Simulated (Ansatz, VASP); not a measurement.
**Two plane-wave programs on Ta3Si3Ag**

```
Ta Si Ag
1.0
     5.22513    0.00000    0.00000
     0.00000    5.22513    0.00000
     0.00000    0.00000    5.22513
Ta Si Ag
3 3 1
Direct
  0.00000 0.50000 0.50000
  0.50000 0.50000 0.00000
  0.50000 0.00000 0.50000
  0.00000 0.50000 0.00000
  0.50000 0.00000 0.00000
  0.00000 0.00000 0.50000
  0.50000 0.50000 0.50000
```

Change from the starting cell: species swapped into the Ce3GaBr3 type (Pm-3m, No. 221).

Alike in both runs: functional PBE; k mesh 4 × 4 × 4; occupations gaussian, width 0.1 eV; no spin polarisation.

Ansatz relaxed the structure, and its values are those at the end. VASP's run is a single point on that final structure, the one shown.

|  | VASP | Ansatz |
| --- | --- | --- |
| version | VASP 6.6.1 | Ansatz 0.2.0 |
| potentials or method | VASP PAW PBE potentials, release 64 (Ta_pv, Si, Ag), cutoff 520 eV | scalar-relativistic, plane waves, PAW |
| valence electrons in the cell | 56 | 70 |

```tsv
	VASP	Ansatz	Ansatz less VASP
gap on the k mesh at the Fermi level (eV)	none	none	-
pressure (GPa)	0.3	0.4	+0.05
```

A gap of «none» marks a metal or a gap that the smearing closes. VASP's potentials hold 56 valence electrons a cell and Ansatz's 70, so a difference there can come from the potentials and not from the codes.

Neither program's run includes spin-orbit coupling.
